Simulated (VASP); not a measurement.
# Ga (P6/mmm) in VASP: a series of runs

The runs below take Ga through single point, with PBEsol.

Everything below comes from runs of VASP 6.6.1. Logs are shortened: lines on timing, memory, paths and dates and some standing lists are left out, and cuts for length are marked.

## (1) The cell of the first run

It takes space group P6/mmm (No. 191, hexagonal). The conventional cell has a = 4.608 Å, b = 4.608 Å, c = 2.947 Å, α = 90.00°, β = 90.00°, γ = 120.00°. Ga (site symmetry 6/mmm) has 14 Ga at 2.95 to 3.04 Å within 3.9 Å. Within 3.5 Å of Ga (site symmetry -6m2) lie 11 Ga at 2.66 to 3.04 Å.

This isn't the form of Ga at room conditions, which is orthorhombic.

## (2) Single point, PBEsol

INCAR reads:

```
PREC     = Accurate       # precision mode
ENCUT    = 520            # plane-wave cutoff, eV
EDIFF    = 1E-6           # SCF threshold, eV
ISMEAR   = -1             # smearing method
SIGMA    = 0.1            # smearing width, eV
LREAL    = False          # projectors in reciprocal space
LASPH    = True           # aspherical terms in the spheres
NELM     = 100            # most SCF steps
ALGO     = Normal         # electronic algorithm
ISIF     = 2              # what is computed and relaxed
LWAVE    = False          # write WAVECAR
LCHARG   = False          # write CHGCAR
GGA      = PS             # functional
NBANDS   = 26             # bands
```

KPOINTS reads:

```
Automatic mesh
0
Gamma
  8 8 11
```

POSCAR reads:

```
Ga
1.0
    4.6077831012      0.0000000000      0.0000000000
   -2.3038915506      3.9904572208      0.0000000000
    0.0000000000      0.0000000000      2.9467625936
Ga
3
Direct
    1.0000000000      1.0000000000      0.0000000000
    0.3333333333      0.6666666667      0.5000000000
    0.6666666667      0.3333333333      0.5000000000
```

Potentials or basis: VASP PAW PBE potentials, release 64 (Ga_d).

Launch:

```bash
cat potpaw_PBE.64/Ga_d/POTCAR > POTCAR
mpirun -np 1 vasp_std > vasp.out
```

OUTCAR:

```text
PREC = Accurate
   ENCUT = 520
   EDIFF = 1E-6
   ISMEAR = -1
   LREAL = False
   LASPH = True
   NELM = 100
   ISIF = 2
   GGA = PS

 ion  position               nearest neighbor table
   1  0.000  0.000  0.000-
   2  0.333  0.667  0.500-   3 2.66   3 2.66   3 2.66
   3  0.667  0.333  0.500-   2 2.66   2 2.66   2 2.66

  LATTYP: Found a hexagonal cell.
 ALAT       =     4.6077831012
 C/A-ratio  =     0.6395185122

  Lattice vectors:

 A1 = (   4.6077831012,   0.0000000000,   0.0000000000)
 A2 = (  -2.3038915506,   3.9904572208,   0.0000000000)
 A3 = (   0.0000000000,   0.0000000000,   2.9467625936)

Analysis of symmetry for initial positions (statically):
=====================================================================
 Subroutine PRICEL returns:
 Original cell was already a primitive cell.

 Routine SETGRP: Setting up the symmetry group for a
 hexagonal supercell.

 Subroutine GETGRP returns: Found 24 space group operations
 (whereof 24 operations were pure point group operations)
 out of a pool of 24 trial point group operations.

The static configuration has the point symmetry D_6h.

Analysis of symmetry for dynamics (positions and initial velocities):
=====================================================================
 Subroutine PRICEL returns:
 Original cell was already a primitive cell.

 Routine SETGRP: Setting up the symmetry group for a
 hexagonal supercell.

 Subroutine GETGRP returns: Found 24 space group operations
 (whereof 24 operations were pure point group operations)
 out of a pool of 24 trial point group operations.

The dynamic configuration has the point symmetry D_6h.

 Subroutine INISYM returns: Found 24 space group operations
 (whereof 24 operations are pure point group operations),
 and found     1 'primitive' translations

----------------------------------------------------------------------------------------

                                     Primitive cell

  volume of cell :      54.1826

  direct lattice vectors                    reciprocal lattice vectors
     4.607783101  0.000000000  0.000000000     0.217024104  0.125298925  0.000000000
    -2.303891551  3.990457221  0.000000000     0.000000000  0.250597850  0.000000000
     0.000000000  0.000000000  2.946762594     0.000000000  0.000000000  0.339355468

  length of vectors
     4.607783101  4.607783101  2.946762594     0.250597850  0.250597850  0.339355468

  position of ions in fractional coordinates (direct lattice)
     0.000000000  0.000000000  0.000000000
     0.333333333  0.666666667  0.500000000
     0.666666667  0.333333333  0.500000000

  ion indices of the primitive-cell ions
   primitive index   ion index
                 1           1
                 2           2
                 3           3

----------------------------------------------------------------------------------------

 KPOINTS: Automatic mesh

Automatic generation of k-mesh.
 Grid dimensions read from file:
 generate k-points for:    8    8   11

 Generating k-lattice:

  Cartesian coordinates                     Fractional coordinates (reciprocal lattice)
     0.027128013  0.015662366  0.000000000     0.125000000  0.000000000  0.000000000
     0.000000000  0.031324731  0.000000000     0.000000000  0.125000000  0.000000000
     0.000000000  0.000000000  0.030850497     0.000000000  0.000000000  0.090909091

  Length of vectors
     0.031324731  0.031324731  0.030850497

  Shift w.r.t. Gamma in fractional coordinates (k-lattice)
     0.000000000  0.000000000  0.000000000

 Subroutine IBZKPT returns following result:
 ===========================================

 Found     60 irreducible k-points:

 Following reciprocal coordinates:
            Coordinates               Weight
  0.000000  0.000000  0.000000      1.000000
  0.125000 -0.000000  0.000000      6.000000
  0.250000 -0.000000  0.000000      6.000000
  0.375000  0.000000  0.000000      6.000000
  0.500000 -0.000000  0.000000      3.000000
  0.125000  0.125000  0.000000      6.000000
[... 16 lines left out ...]
  0.250000 -0.000000  0.181818     12.000000
  0.375000  0.000000  0.181818     12.000000
 [... further k-points ...]
   k-points           NKPTS =     60   k-points in BZ     NKDIM =     60   number of bands    NBANDS=     26
   number of dos      NEDOS =    301   number of ions     NIONS =      3
   total plane-waves  NPLWV =  31104
   dimension x,y,z NGX =    36 NGY =   36 NGZ =   24
   dimension x,y,z NGXF=    72 NGYF=   72 NGZF=   48
   ions per type =               3
   NGX,Y,Z   is equivalent  to a cutoff of  12.99, 12.99, 13.54 a.u.
   NGXF,Y,Z  is equivalent  to a cutoff of  25.98, 25.98, 27.08 a.u.
 SYSTEM =  unknown system
   PREC   = accura    normal or accurate (medium, high low for compatibility)
   ISTART =      0    job   : 0-new  1-cont  2-samecut
   ICHARG =      2    charge: 1-file 2-atom 10-const
   ISPIN  =      1    spin polarized calculation?
   LNONCOLLINEAR =      F non collinear calculations
   LSORBIT =      F    spin-orbit coupling
   LASPH  =      T    aspherical Exc in radial PAW
   ENCUT  =  520.0 eV  38.22 Ry    6.18 a.u.   8.57  8.57  5.48*2*pi/ulx,y,z
   NELM   =    100;   NELMIN=  2; NELMDL= -5     # of ELM steps
   EDIFF  = 0.1E-05   stopping-criterion for ELM
   LREAL  =      F    real-space projection
[... 7 lines left out ...]
   TEBEG  =    0.0;   TEEND  =   0.0 temperature during run
   PSTRESS=    0.0 pullay stress
   NELECT =      39.0000    total number of electrons
   NUPDOWN=      -1.0000    fix difference up-down
   EMIN   =  10.00;   EMAX   =-10.00  energy-range for DOS
   EFERMI =   0.00;   METHOD = LEGACY
   ISMEAR =    -1;   SIGMA  =   0.10  broadening in eV -4-tet -1-fermi 0-gaus
   EFERMI_NEDOS =   21; number of points for ismear=-14 and -15
   IALGO  =     38    algorithm
   IMIX   =      4    mixing-type and parameters
     AMIX     =   0.40;   BMIX     =  1.00
     AMIX_MAG =   1.60;   BMIX_MAG =  1.00
  volume/ion in A,a.u.               =      18.06       121.88
  Fermi-wavevector in a.u.,A,eV,Ry     =   1.467156  2.772524 29.287193  2.152548
  Thomas-Fermi vector in A             =   2.582808
   LORBIT       =      0    0 simple, 1 ext, 2 COOP (PROOUT), +10 PAW based schemes
   GGA     = PS    functional components
   LHFCALC =     F    Hartree Fock is set to
   AEXX    =    0.0000 exact exchange contribution
   IVDW    =     0    specifies the selected vdW correction
   LEPSILON=     F    determine dielectric tensor
   LRPA    =     F    only Hartree local field effects (RPA)
 non-spin polarized calculation
  energy-cutoff  :      520.00
  volume of cell :       54.18
 maximum number of plane-waves:      1487
 NGX is ok and might be reduce to    36
   NGX = 17   NGY = 17   NGZ = 11

 number of electron      38.9999979 magnetization

 Free energy of the ion-electron system (eV)
  ---------------------------------------------------
  ext. energy  EPLUGINS =         0.00000000
  ---------------------------------------------------
  free energy    TOTEN  =        -9.92585735 eV

  energy without entropy =       -9.88040049  energy(sigma->0) =       -9.90312892

 E-fermi :   5.8633     XC(G=0): -11.3642

 val. band max:        5.8630635019   @ k =   0.3750   0.2500   0.3636
 cond. band min:       5.8783542474   @ k =   0.2500   0.1250   0.4545
 fundamental gap:      0.0152907455
 Fermi energy:         5.8633371748

 k-point     1 :       0.0000    0.0000    0.0000
  band No.  band energies     occupation
      1      -9.2833      2.00000
      2      -9.0905      2.00000
      3      -9.0905      2.00000
      4      -9.0742      2.00000
      5      -9.0505      2.00000
      6      -9.0092      2.00000
[... 18 lines left out ...]
     25      18.2334      0.00000
     26      18.2830      0.00000

 k-point     2 :       0.1250   -0.0000    0.0000
  band No.  band energies     occupation
      1      -9.2750      2.00000
      2      -9.1263      2.00000
      3      -9.1184      2.00000
      4      -9.0810      2.00000
      5      -9.0519      2.00000
      6      -9.0306      2.00000
[... 18 lines left out ...]
     25      17.6536      0.00000
     26      17.9063      0.00000

 k-point     3 :       0.2500   -0.0000    0.0000
  band No.  band energies     occupation
      1      -9.2541      2.00000
      2      -9.1855      2.00000
      3      -9.1592      2.00000
      4      -9.0995      2.00000
      5      -9.0638      2.00000
      6      -9.0552      2.00000
[... 18 lines left out ...]
     25      15.8125      0.00000
     26      16.2765      0.00000

 k-point     4 :       0.3750    0.0000    0.0000
  band No.  band energies     occupation
      1      -9.2465      2.00000
      2      -9.2130      2.00000
      3      -9.1860      2.00000
      4      -9.1229      2.00000
      5      -9.0716      2.00000
      6      -9.0709      2.00000
[... 18 lines left out ...]
     25      14.1915      0.00000
     26      14.7702      0.00000

 k-point     5 :       0.5000   -0.0000    0.0000
  band No.  band energies     occupation
      1      -9.2598      2.00000
      2      -9.2013      2.00000
      3      -9.1950      2.00000
      4      -9.1369      2.00000
      5      -9.0773      2.00000
      6      -9.0735      2.00000
[... 18 lines left out ...]
     25      13.4497      0.00000
     26      13.9597      0.00000

 k-point     6 :       0.1250    0.1250    0.0000
  band No.  band energies     occupation
      1      -9.2604      2.00000
      2      -9.1681      2.00000
      3      -9.1536      2.00000
      4      -9.0858      2.00000
      5      -9.0668      2.00000
      6      -9.0422      2.00000
[... 427 lines left out ...]
 k-point    21 :       0.0000    0.0000    0.1818
  band No.  band energies     occupation
      1      -9.2181      2.00000
      2      -9.1123      2.00000
      3      -9.1123      2.00000
      4      -9.0836      2.00000
      5      -9.0836      2.00000
      6      -9.0707      2.00000
[... 18 lines left out ...]
     25      14.8202      0.00000
     26      16.2050      0.00000

 k-point    22 :       0.1250   -0.0000    0.1818
  band No.  band energies     occupation
      1      -9.2157      2.00000
      2      -9.1382      2.00000
      3      -9.1381      2.00000
      4      -9.0976      2.00000
      5      -9.0915      2.00000
      6      -9.0411      2.00000
[... 18 lines left out ...]
     25      14.2475      0.00000
     26      15.5774      0.00000

 k-point    23 :       0.2500   -0.0000    0.1818
  band No.  band energies     occupation
      1      -9.2170      2.00000
      2      -9.1736      2.00000
      3      -9.1645      2.00000
      4      -9.1000      2.00000
      5      -9.0855      2.00000
      6      -9.0322      2.00000
[... 18 lines left out ...]
     25      13.5948      0.00000
     26      14.7818      0.00000

 k-point    24 :       0.3750    0.0000    0.1818
  band No.  band energies     occupation
      1      -9.2309      2.00000
      2      -9.1962      2.00000
      3      -9.1651      2.00000
      4      -9.0979      2.00000
      5      -9.0853      2.00000
      6      -9.0280      2.00000
[... 18 lines left out ...]
     25      13.3875      0.00000
     26      13.8492      0.00000

 [... further k-points ...]

------------------------ aborting loop because EDIFF is reached ----------------------------------------

  FORCE on cell =-STRESS in cart. coord.  units (eV):
  Direction    XX          YY          ZZ          XY          YZ          ZX
  --------------------------------------------------------------------------------------
  -------------------------------------------------------------------------------------
  Total        0.0434617      0.0434617      0.0197174      0.0000000     -0.0000000      0.0000000
  in kB        1.2851617      1.2851617      0.5830435      0.0000000     -0.0000000      0.0000000
  external PRESSURE =       1.0511223 kB  Pullay stress =       0.0000000 kB

 VOLUME and BASIS-vectors are now :
 -----------------------------------------------------------------------------
  energy-cutoff  :      520.00
  volume of cell :       54.18
      direct lattice vectors                 reciprocal lattice vectors
     4.607783101  0.000000000  0.000000000     0.217024104  0.125298925  0.000000000
    -2.303891551  3.990457221  0.000000000     0.000000000  0.250597850  0.000000000
     0.000000000  0.000000000  2.946762594     0.000000000  0.000000000  0.339355468

 POSITION                                       TOTAL-FORCE (eV/Angst)
 -----------------------------------------------------------------------------------
      0.00000      0.00000      0.00000         0.000000      0.000000     -0.000000
     -0.00000      2.66030      1.47338         0.000000     -0.000000      0.000000
      2.30389      1.33015      1.47338        -0.000000      0.000000     -0.000000
 -----------------------------------------------------------------------------------
    total drift:                                0.000000      0.000000     -0.000000

  FREE ENERGIE OF THE ION-ELECTRON SYSTEM (eV)
  ---------------------------------------------------
  free  energy   TOTEN  =        -9.9258573541 eV

  energy  without entropy=       -9.8804004859  energy(sigma->0) =       -9.90312892
```

Wall time 33 s (1 thread of Intel Xeon 6975P-C, shared host); peak memory 0.21 GiB.

Results:

```yaml
Free_energy: -9.9259 eV
Pressure: 0.1 GPa
Band_gap_on_the_k_mesh: zero (an odd number of electrons rules out a gap without spin polarisation)
```

Caveat: the PAW data sets were made with another functional, which shifts forces and pressure a little.

## (3) Single point, PBEsol (15.89 Å³/atom)

This run uses another cell than the first one, of 15.89 Å³/atom.

INCAR reads:

```
PREC     = Accurate       # precision mode
ENCUT    = 520            # plane-wave cutoff, eV
EDIFF    = 1E-6           # SCF threshold, eV
ISMEAR   = -1             # smearing method
SIGMA    = 0.1            # smearing width, eV
LREAL    = F              # projectors in reciprocal space
LASPH    = T              # aspherical terms in the spheres
NELM     = 100            # most SCF steps
ALGO     = Normal         # electronic algorithm
ISIF     = 2              # what is computed and relaxed
LWAVE    = F              # write WAVECAR
LCHARG   = F              # write CHGCAR
GGA      = PS             # functional
NBANDS   = 26             # bands
```

KPOINTS reads:

```
regular mesh
0
Gamma
  9 9 12
```

POSCAR reads:

```
Ga
1.0
    4.4155646897      0.0000000000      0.0000000000
   -2.2077823449      3.8239911933      0.0000000000
    0.0000000000      0.0000000000      2.8238353610
Ga
3
Direct
    1.0000000000      1.0000000000      0.0000000000
    0.3333333333      0.6666666667      0.5000000000
    0.6666666667      0.3333333333      0.5000000000
```

Potentials or basis: VASP PAW PBE potentials, release 64 (Ga_d).

Launch:

```bash
cat potpaw_PBE.64/Ga_d/POTCAR > POTCAR
mpirun -np 1 vasp_std > vasp.out
```

OUTCAR:

```text
PREC = Accurate
   ENCUT = 520
   EDIFF = 1E-6
   ISMEAR = -1
   LREAL = F
   LASPH = T
   NELM = 100
   ISIF = 2
   GGA = PS

 ion  position               nearest neighbor table
   1  0.000  0.000  0.000-   2 2.91   3 2.91   2 2.91   3 2.91   2 2.91   2 2.91   3 2.91   3 2.91
                             3 2.91   3 2.91   2 2.91   2 2.91
   2  0.333  0.667  0.500-   3 2.55   3 2.55   3 2.55   1 2.91   1 2.91   1 2.91   1 2.91   1 2.91
                             1 2.91
   3  0.667  0.333  0.500-   2 2.55   2 2.55   2 2.55   1 2.91   1 2.91   1 2.91   1 2.91   1 2.91
                             1 2.91
[... 895 lines left out ...]
  Direction    XX          YY          ZZ          XY          YZ          ZX
  --------------------------------------------------------------------------------------
  -------------------------------------------------------------------------------------
  Total        3.3649358      3.3649358      2.6543488     -0.0000000     -0.0000000      0.0000000
  in kB      113.0693413    113.0693413     89.1920336     -0.0000000     -0.0000000      0.0000000
  external PRESSURE =     105.1102388 kB  Pullay stress =       0.0000000 kB

 VOLUME and BASIS-vectors are now :
 -----------------------------------------------------------------------------
  energy-cutoff  :      520.00
  volume of cell :       47.68
      direct lattice vectors                 reciprocal lattice vectors
     4.415564690  0.000000000  0.000000000     0.226471600  0.130753439  0.000000000
    -2.207782345  3.823991193  0.000000000     0.000000000  0.261506878  0.000000000
     0.000000000  0.000000000  2.823835361     0.000000000  0.000000000  0.354128294

 POSITION                                       TOTAL-FORCE (eV/Angst)
 -----------------------------------------------------------------------------------
      0.00000      0.00000      0.00000        -0.000000      0.000000      0.000000
     -0.00000      2.54933      1.41192        -0.000000      0.000000     -0.000000
      2.20778      1.27466      1.41192         0.000000     -0.000000      0.000000
 -----------------------------------------------------------------------------------
    total drift:                                0.000000      0.000000     -0.000000

  FREE ENERGIE OF THE ION-ELECTRON SYSTEM (eV)
  ---------------------------------------------------
  free  energy   TOTEN  =        -9.7244968021 eV

  energy  without entropy=       -9.6799576304  energy(sigma->0) =       -9.70222722
```

It took 72 s on 1 thread of Intel Xeon 6975P-C, shared host; peak memory 0.23 GiB.

Results:

```yaml
Free_energy: -9.7245 eV
Pressure: 10.5 GPa
Band_gap_on_the_k_mesh: zero (an odd number of electrons rules out a gap without spin polarisation)
```

Caveat: the cell stands under pressure; the PAW data sets were made with another functional, which shifts forces and pressure a little.

## (4) Single point, PBEsol (16.62 Å³/atom)

This run uses another cell than the first one, of 16.62 Å³/atom.

INCAR reads:

```
  ALGO = Normal
  EDIFF = 1E-6
  ENCUT = 520
  GGA = PS
  ISIF = 2
  ISMEAR = -1
  LASPH = True
  LCHARG = False
  LREAL = False
  LWAVE = False
  NBANDS = 26
  NELM = 80
  PREC = Accurate
  SIGMA = 0.1
```

KPOINTS reads:

```
k-points
0
Gamma
  9 9 12
```

POSCAR reads:

```
Ga
1.0
    4.4814783579      0.0000000000      0.0000000000
   -2.2407391790      3.8810741044      0.0000000000
    0.0000000000      0.0000000000      2.8659883720
Ga
3
Direct
    1.0000000000      1.0000000000      0.0000000000
    0.3333333333      0.6666666667      0.5000000000
    0.6666666667      0.3333333333      0.5000000000
```

Launch:

```bash
cat potpaw_PBE.64/Ga_d/POTCAR > POTCAR
mpirun -np 1 vasp_std > vasp.out
```

Wall time 77 s (1 thread of Intel Xeon 6975P-C, shared host); peak memory 0.23 GiB.

Results (log left out):

```
Free energy            : -9.8350 eV
Pressure               : 6.2 GPa
Band gap on the k mesh : zero (an odd number of electrons rules out a gap without spin polarisation)
```

Stress tensor (GPa, compression positive):
```
6.72 0.00 0.00
0.00 6.72 0.00
0.00 0.00 5.12
```

Levels at points of the mesh, in eV from the Fermi level:
```csv
k point,band 16,band 17,band 18,band 19,band 20,band 21,band 22,band 23
"(0.00, 0.00, 0.00)",-12.07,-2.29,-2.03,-1.46,-1.46,-1.28,-1.28,5.36
"(0.00, 0.00, 0.50)",-7.76,-6.71,1.37,1.37,1.97,2.16,2.47,2.49
```

Caveat: the cell stands under pressure; the PAW data sets were made with another functional, which shifts forces and pressure a little.

## (5) Overview

| cell | k mesh | gap on the mesh (eV) | pressure (GPa) |
| --- | --- | --- | --- |
| a = 4.608, b = 4.608, c = 2.947 Å, angles 90.0, 90.0, 120.0°, 3 atoms | 8 × 8 × 11 | none | 0.1 |
| a = 4.416, b = 4.416, c = 2.824 Å, angles 90.0, 90.0, 120.0°, 3 atoms | 9 × 9 × 12 | none | 10.5 |
| a = 4.481, b = 4.481, c = 2.866 Å, angles 90.0, 90.0, 120.0°, 3 atoms | 9 × 9 × 12 | none | 6.2 |

Alike in all rows: task single point; level PBEsol; potentials or basis VASP PAW PBE potentials, release 64 (Ga_d); no spin polarisation; cutoff (eV) 520; smearing fermi-dirac 0.1 eV.

Caveats: the PAW data sets were made with another functional, which shifts forces and pressure a little; the cell stands under pressure (at least some runs).

Absolute energies hang on the potentials; compare differences alone.
